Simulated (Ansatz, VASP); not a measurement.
## Au in VASP and in Ansatz

```
CELL_PARAMETERS angstrom
0.00000 2.04177 2.04177
2.04177 0.00000 2.04177
2.04177 2.04177 0.00000
ATOMIC_POSITIONS crystal
Au 0.00000 0.00000 0.00000
```

Alike in both runs: functional PBEsol; k mesh 18 × 18 × 18; occupations gaussian, width 0.1 eV; no spin polarisation.

Ansatz relaxed the structure, and its values are those at the end. VASP's run is a single point on that final structure, the one shown.

|  | VASP | Ansatz |
| --- | --- | --- |
| version | VASP 6.6.1 | Ansatz 0.2.0 |
| potentials or method | VASP PAW PBE potentials, release 64 (Au), cutoff 520 eV | scalar-relativistic, plane waves, PAW |
| valence electrons in the cell | 11 | 19 |

|  | VASP | Ansatz | Ansatz less VASP |
| --- | --- | --- | --- |
| gap on the k mesh at the Fermi level (eV) | none | none | - |
| pressure (GPa) | -0.2 | 0.0 | +0.22 |

VASP's potentials were made for PBE, not for PBEsol, and Ansatz warns of the same on its side. A gap of «none» marks a metal or a gap that the smearing closes. With one functional, cell and mesh, what is left measures potentials, basis and numerics. VASP's potentials hold 11 valence electrons a cell and Ansatz's 19, so a difference there can come from the potentials and not from the codes.

Neither program's run includes spin-orbit coupling.
